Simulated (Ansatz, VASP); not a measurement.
# BeAg2: VASP beside Ansatz

```
Be Ag
1.0
     0.00000    2.88829    2.88829
     2.88829    0.00000    2.88829
     2.88829    2.88829    0.00000
Be Ag
1 2
Cartesian
  0.0000 0.0000 0.0000
  1.4441 1.4441 1.4441
  4.3324 4.3324 4.3324
```

Alike in both runs: functional PBE; k mesh 14 × 14 × 14; occupations gaussian, width 0.1 eV; no spin polarisation.

Ansatz relaxed the structure, and its values are those at the end. VASP's run is a single point on that final structure, the one shown.

|  | VASP | Ansatz |
| --- | --- | --- |
| version | VASP 6.6.1 | Ansatz 0.2.0 |
| potentials or method | VASP PAW PBE potentials, release 64 (Be, Ag), cutoff 520 eV | scalar-relativistic, plane waves, PAW |
| valence electrons in the cell | 24 | 40 |

```csv
,VASP,Ansatz,Ansatz less VASP
gap on the k mesh at the Fermi level (eV),none,none,-
pressure (GPa),0.0,0.0,+0.03
```

A gap of «none» marks a metal or a gap that the smearing closes. The functional is the same, so the differences come from potentials, cutoffs and numerics. VASP's potentials hold 24 valence electrons a cell and Ansatz's 40, so a difference there can come from the potentials and not from the codes.
